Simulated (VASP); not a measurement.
# Te2Mo in VASP: single point with LDA

Aim: the single point of Te2Mo with LDA.

Everything below comes from runs of VASP 6.6.1. Logs are shortened: lines on timing, memory, paths and dates and some standing lists are left out, and cuts for length are marked.

## Step 1: The cell of the first run

The cell holds a slab with vacuum, 6 atoms: a = 3.470 Å, b = 3.470 Å, c = 25.129 Å, α = 90.00°, β = 90.00°, γ = 120.00°.

## Step 2: Single point, LDA (atoms displaced along a vibrational mode)

INCAR

```
  ALGO = Normal
  EDIFF = 1E-7
  ENCUT = 520
  GGA = CA
  ISIF = 2
  ISMEAR = 0
  KPAR = 4
  LASPH = T
  LCHARG = F
  LREAL = F
  LWAVE = F
  NBANDS = 35
  NELM = 60
  PREC = Accurate
  SIGMA = 0.05
```

KPOINTS

```
k-points
0
Gamma
  12 12 2
```

POSCAR

```
Te2Mo
1.0
    3.4699282939      0.0000000000      0.0000000000
   -1.7349641469      3.0050460519      0.0000000000
    0.0000000000      0.0000000000     25.1285054592
Te Mo
4 2
Direct
    0.4546392293      0.7554687458      0.0652056089
    0.5380928199      0.2392107450      0.7918890471
    0.5453607707      0.2445312542      0.9347943911
    0.4619071801      0.7607892550      0.2081109529
    0.2090374302      0.5756757504      0.8632306751
    0.7909625698      0.4243242496      0.1367693249
```

Potentials or basis: VASP PAW LDA potentials, release 64 (Te, Mo_sv).

On the command line:

```bash
cat potpaw_LDA.64/Te/POTCAR potpaw_LDA.64/Mo_sv/POTCAR > POTCAR
mpirun -np 4 vasp_std > vasp.out
```

OUTCAR:

```text
EDIFF = 1E-7
   ENCUT = 520
   GGA = CA
   ISIF = 2
   ISMEAR = 0
   LASPH = T
   LREAL = F
   NELM = 60
   PREC = Accurate

 ion  position               nearest neighbor table
   1  0.455  0.755  0.065-   6 2.69   6 2.69   6 2.70   4 3.59   3 3.63
   2  0.538  0.239  0.792-   5 2.68   5 2.69   5 2.70   3 3.59
   3  0.545  0.245  0.935-   5 2.69   5 2.69   5 2.70   2 3.59   1 3.63
   4  0.462  0.761  0.208-   6 2.68   6 2.69   6 2.70   1 3.59
   5  0.209  0.576  0.863-   2 2.68   3 2.69   2 2.69   3 2.69   3 2.70   2 2.70
   6  0.791  0.424  0.137-   4 2.68   1 2.69   4 2.69   1 2.69   1 2.70   4 2.70

  LATTYP: Found a hexagonal cell.
 ALAT       =     3.4699282939
 C/A-ratio  =     7.2417938732

  Lattice vectors:

 A1 = (   3.4699282939,   0.0000000000,   0.0000000000)
 A2 = (  -1.7349641469,   3.0050460519,   0.0000000000)
 A3 = (   0.0000000000,   0.0000000000,  25.1285054592)

Analysis of symmetry for initial positions (statically):
=====================================================================
 Subroutine PRICEL returns:
 Original cell was already a primitive cell.

 Routine SETGRP: Setting up the symmetry group for a
 hexagonal supercell.

 Subroutine GETGRP returns: Found  2 space group operations
 (whereof  2 operations were pure point group operations)
 out of a pool of 24 trial point group operations.

The static configuration has the point symmetry S_2 .

Analysis of symmetry for dynamics (positions and initial velocities):
=====================================================================
 Subroutine PRICEL returns:
 Original cell was already a primitive cell.

 Routine SETGRP: Setting up the symmetry group for a
 hexagonal supercell.

 Subroutine GETGRP returns: Found  2 space group operations
 (whereof  2 operations were pure point group operations)
 out of a pool of 24 trial point group operations.

The dynamic configuration has the point symmetry S_2 .

 Subroutine INISYM returns: Found  2 space group operations
 (whereof  2 operations are pure point group operations),
 and found     1 'primitive' translations

----------------------------------------------------------------------------------------

                                     Primitive cell

  volume of cell :     262.0223

  direct lattice vectors                    reciprocal lattice vectors
     3.469928294  0.000000000  0.000000000     0.288190393  0.166386801  0.000000000
    -1.734964147  3.005046052  0.000000000     0.000000000  0.332773602  0.000000000
     0.000000000  0.000000000 25.128505459     0.000000000  0.000000000  0.039795443

  length of vectors
     3.469928294  3.469928294 25.128505459     0.332773602  0.332773602  0.039795443

  position of ions in fractional coordinates (direct lattice)
     0.454639229  0.755468746  0.065205609
     0.538092820  0.239210745  0.791889047
     0.545360771  0.244531254  0.934794391
     0.461907180  0.760789255  0.208110953
     0.209037430  0.575675750  0.863230675
     0.790962570  0.424324250  0.136769325

  ion indices of the primitive-cell ions
   primitive index   ion index
                 1           1
                 2           2
                 3           3
                 4           4
                 5           5
                 6           6

----------------------------------------------------------------------------------------

 KPOINTS: k-points

Automatic generation of k-mesh.
 Grid dimensions read from file:
 generate k-points for:   12   12    2

 Generating k-lattice:

  Cartesian coordinates                     Fractional coordinates (reciprocal lattice)
     0.024015866  0.013865567  0.000000000     0.083333333  0.000000000  0.000000000
     0.000000000  0.027731134  0.000000000     0.000000000  0.083333333  0.000000000
     0.000000000  0.000000000  0.019897721     0.000000000  0.000000000  0.500000000

  Length of vectors
     0.027731134  0.027731134  0.019897721

  Shift w.r.t. Gamma in fractional coordinates (k-lattice)
     0.000000000  0.000000000  0.000000000

 Subroutine IBZKPT returns following result:
 ===========================================

 Found    148 irreducible k-points:

 Following reciprocal coordinates:
            Coordinates               Weight
  0.000000  0.000000  0.000000      1.000000
  0.083333  0.000000  0.000000      2.000000
  0.000000  0.083333  0.000000      2.000000
 -0.083333  0.083333  0.000000      2.000000
  0.166667  0.000000  0.000000      2.000000
  0.000000  0.166667  0.000000      2.000000
[... 16 lines left out ...]
  0.166667  0.083333  0.000000      2.000000
 -0.083333  0.250000  0.000000      2.000000
 [... further k-points ...]
   k-points           NKPTS =    148   k-points in BZ     NKDIM =    148   number of bands    NBANDS=     35
   number of dos      NEDOS =    301   number of ions     NIONS =      6
   total plane-waves  NPLWV = 150528
   dimension x,y,z NGX =    28 NGY =   28 NGZ =  192
   dimension x,y,z NGXF=    56 NGYF=   56 NGZF=  384
   ions per type =               4   2
   NGX,Y,Z   is equivalent  to a cutoff of  13.41, 13.41, 12.70 a.u.
   NGXF,Y,Z  is equivalent  to a cutoff of  26.83, 26.83, 25.40 a.u.
 SYSTEM =  unknown system
   PREC   = accura    normal or accurate (medium, high low for compatibility)
   ISTART =      0    job   : 0-new  1-cont  2-samecut
   ICHARG =      2    charge: 1-file 2-atom 10-const
   ISPIN  =      1    spin polarized calculation?
   LNONCOLLINEAR =      F non collinear calculations
   LSORBIT =      F    spin-orbit coupling
   LASPH  =      T    aspherical Exc in radial PAW
   ENCUT  =  520.0 eV  38.22 Ry    6.18 a.u.   6.45  6.45 46.72*2*pi/ulx,y,z
   NELM   =     60;   NELMIN=  2; NELMDL= -5     # of ELM steps
   EDIFF  = 0.1E-06   stopping-criterion for ELM
   LREAL  =      F    real-space projection
   EDIFFG = 0.1E-05   stopping-criterion for IOM
   NSW    =      0    number of steps for IOM
   IBRION =     -1    ionic relax: 0-MD 1-quasi-New 2-CG
   NFREE  =      0    steps in history (QN), initial steepest desc. (CG)
   ISIF   =      2    stress and relaxation
   ISYM   =      2    0-nonsym 1-usesym 2-fastsym
   POTIM  = 0.5000    time-step for ionic-motion
   TEBEG  =    0.0;   TEEND  =   0.0 temperature during run
   PSTRESS=    0.0 pullay stress
   NELECT =      52.0000    total number of electrons
   NUPDOWN=      -1.0000    fix difference up-down
   EMIN   =  10.00;   EMAX   =-10.00  energy-range for DOS
   EFERMI =   0.00;   METHOD = LEGACY
   ISMEAR =     0;   SIGMA  =   0.05  broadening in eV -4-tet -1-fermi 0-gaus
   EFERMI_NEDOS =   21; number of points for ismear=-14 and -15
   IALGO  =     38    algorithm
   IMIX   =      4    mixing-type and parameters
     AMIX     =   0.40;   BMIX     =  1.00
     AMIX_MAG =   1.60;   BMIX_MAG =  1.00
  volume/ion in A,a.u.               =      43.67       294.70
  Fermi-wavevector in a.u.,A,eV,Ry     =   0.954912  1.804521 12.406557  0.911856
  Thomas-Fermi vector in A             =   2.083701
   LORBIT       =      0    0 simple, 1 ext, 2 COOP (PROOUT), +10 PAW based schemes
   GGA     = CA    functional components
   LHFCALC =     F    Hartree Fock is set to
   AEXX    =    0.0000 exact exchange contribution
   IVDW    =     0    specifies the selected vdW correction
   LEPSILON=     F    determine dielectric tensor
   LRPA    =     F    only Hartree local field effects (RPA)
 non-spin polarized calculation
 Gauss-broadening in eV      SIGMA  =   0.05
  energy-cutoff  :      520.00
  volume of cell :      262.02
 maximum number of plane-waves:      7116
 NGX is ok and might be reduce to    28
   NGX = 13   NGY = 13   NGZ = 93

 number of electron      51.9999998 magnetization

 Free energy of the ion-electron system (eV)
  ---------------------------------------------------
  ext. energy  EPLUGINS =         0.00000000
  ---------------------------------------------------
  free energy    TOTEN  =       -41.04821466 eV

  energy without entropy =      -41.04821466  energy(sigma->0) =      -41.04821466

 E-fermi :   2.7674     XC(G=0):  -6.4176

 val. band max:        2.4515599140   @ k =   0.0833   0.0000   0.5000
 cond. band min:       3.3333069379   @ k =   0.4167  -0.1667   0.0000
 fundamental gap:      0.8817470239
 Fermi energy:         2.7674091880

 k-point     1 :       0.0000    0.0000    0.0000
  band No.  band energies     occupation
      1     -57.9624      2.00000
      2     -57.9624      2.00000
      3     -32.3575      2.00000
      4     -32.3575      2.00000
      5     -32.1810      2.00000
      6     -32.1810      2.00000
[... 27 lines left out ...]
     34       6.0402      0.00000
     35       6.7395      0.00000

 k-point     2 :       0.0833    0.0000    0.0000
  band No.  band energies     occupation
      1     -57.9616      2.00000
      2     -57.9616      2.00000
      3     -32.3551      2.00000
      4     -32.3551      2.00000
      5     -32.1904      2.00000
      6     -32.1904      2.00000
[... 27 lines left out ...]
     34       5.8644      0.00000
     35       6.8912      0.00000

 k-point     3 :       0.0000    0.0833    0.0000
  band No.  band energies     occupation
      1     -57.9616      2.00000
      2     -57.9616      2.00000
      3     -32.3551      2.00000
      4     -32.3551      2.00000
      5     -32.1916      2.00000
      6     -32.1916      2.00000
[... 27 lines left out ...]
     34       5.7433      0.00000
     35       6.8972      0.00000

 k-point     4 :      -0.0833    0.0833    0.0000
  band No.  band energies     occupation
      1     -57.9616      2.00000
      2     -57.9616      2.00000
      3     -32.3551      2.00000
      4     -32.3551      2.00000
      5     -32.1910      2.00000
      6     -32.1910      2.00000
[... 27 lines left out ...]
     34       5.7167      0.00000
     35       6.8965      0.00000

 k-point     5 :       0.1667    0.0000    0.0000
  band No.  band energies     occupation
      1     -57.9593      2.00000
      2     -57.9593      2.00000
      3     -32.3486      2.00000
      4     -32.3486      2.00000
      5     -32.2193      2.00000
      6     -32.2193      2.00000
[... 638 lines left out ...]
 k-point    22 :      -0.1667    0.0833    0.0000
  band No.  band energies     occupation
      1     -57.9600      2.00000
      2     -57.9600      2.00000
      3     -32.3506      2.00000
      4     -32.3506      2.00000
      5     -32.2096      2.00000
      6     -32.2096      2.00000
[... 27 lines left out ...]
     34       5.8872      0.00000
     35       7.1286      0.00000

 k-point    23 :       0.1667    0.0833    0.0000
  band No.  band energies     occupation
      1     -57.9573      2.00000
      2     -57.9573      2.00000
      3     -32.3429      2.00000
      4     -32.3429      2.00000
      5     -32.2426      2.00000
      6     -32.2426      2.00000
[... 27 lines left out ...]
     34       6.0346      0.00000
     35       7.5450      0.00000

 k-point    24 :      -0.0833    0.2500    0.0000
  band No.  band energies     occupation
      1     -57.9573      2.00000
      2     -57.9573      2.00000
      3     -32.3428      2.00000
      4     -32.3428      2.00000
      5     -32.2437      2.00000
      6     -32.2437      2.00000
[... 27 lines left out ...]
     34       6.0147      0.00000
     35       7.5565      0.00000

 [... further k-points ...]

------------------------ aborting loop because EDIFF is reached ----------------------------------------

  FORCE on cell =-STRESS in cart. coord.  units (eV):
  Direction    XX          YY          ZZ          XY          YZ          ZX
  --------------------------------------------------------------------------------------
  -------------------------------------------------------------------------------------
  Total        0.2763122      0.4031478      0.8029642     -0.1478877     -0.8924160     -0.5488813
  in kB        1.6895553      2.4651117      4.9098531     -0.9042828     -5.4568199     -3.3562221
  external PRESSURE =       3.0215067 kB  Pullay stress =       0.0000000 kB

 VOLUME and BASIS-vectors are now :
 -----------------------------------------------------------------------------
  energy-cutoff  :      520.00
  volume of cell :      262.02
      direct lattice vectors                 reciprocal lattice vectors
     3.469928294  0.000000000  0.000000000     0.288190393  0.166386801  0.000000000
    -1.734964147  3.005046052  0.000000000     0.000000000  0.332773602  0.000000000
     0.000000000  0.000000000 25.128505459     0.000000000  0.000000000  0.039795443

 POSITION                                       TOTAL-FORCE (eV/Angst)
 -----------------------------------------------------------------------------------
      0.26685      2.27022      1.63852         0.029196     -0.035985      0.056885
      1.45212      0.71884     19.89899         0.055859      0.057195     -0.061699
      1.46811      0.73483     23.48999        -0.029196      0.035985     -0.056885
      0.28284      2.28621      5.22952        -0.055859     -0.057195      0.061699
     -0.27343      1.72993     21.69170         0.008810      0.025788     -0.000382
      2.00840      1.27511      3.43681        -0.008810     -0.025788      0.000382
 -----------------------------------------------------------------------------------
    total drift:                               -0.000000      0.000000     -0.000000

  FREE ENERGIE OF THE ION-ELECTRON SYSTEM (eV)
  ---------------------------------------------------
  free  energy   TOTEN  =       -41.0482146616 eV

  energy  without entropy=      -41.0482146616  energy(sigma->0) =      -41.04821466
```

Run time: 15 min. Hardware: 4 MPI ranks of Oxide Virtual Turin-like, shared host; peak memory 1.1 GiB.

What came out:

* Free energy: -41.0482 eV
* Largest force: 0.101 eV/Å
* Band gap on the k mesh: 0.88 eV (least direct gap 1.17 eV)

Forces in eV/Å, atoms in the order of the input:
```
Te   0.029 -0.036  0.057
Te   0.056  0.057 -0.062
Te  -0.029  0.036 -0.057
Te  -0.056 -0.057  0.062
Mo   0.009  0.026  0.000
Mo  -0.009 -0.026  0.000
```

Levels at points of the mesh, in eV from the valence-band top:
| k point | band 23 | band 24 | band 25 | band 26 | band 27 | band 28 | band 29 | band 30 |
| --- | --- | --- | --- | --- | --- | --- | --- | --- |
| (0.00, 0.00, 0.00) | -1.02 | -1.01 | -0.91 | -0.01 | 2.98 | 3.09 | 3.18 | 3.24 |
| (0.50, 0.00, 0.00) | -1.04 | -0.78 | -0.45 | -0.28 | 1.37 | 1.40 | 1.51 | 1.79 |
| (0.00, 0.50, 0.00) | -1.06 | -0.86 | -0.40 | -0.31 | 1.37 | 1.39 | 1.66 | 1.76 |
| (0.50, 0.50, 0.00) | -1.00 | -0.97 | -0.38 | -0.34 | 1.38 | 1.39 | 1.62 | 1.79 |
| (0.00, 0.00, 0.50) | -1.02 | -1.01 | -0.91 | -0.01 | 2.98 | 3.09 | 3.18 | 3.24 |
| (0.50, 0.00, 0.50) | -1.04 | -0.78 | -0.45 | -0.28 | 1.37 | 1.40 | 1.51 | 1.79 |
| (0.00, 0.50, 0.50) | -1.06 | -0.86 | -0.40 | -0.31 | 1.37 | 1.39 | 1.66 | 1.76 |
| (0.50, 0.50, 0.50) | -1.00 | -0.97 | -0.38 | -0.34 | 1.38 | 1.39 | 1.62 | 1.79 |

Caveat: the cell differs from its parent crystal (atoms displaced along a vibrational mode); there is no dipole correction, which matters where the two faces differ; spin-orbit coupling is left out, which moves the levels of the heavy elements.
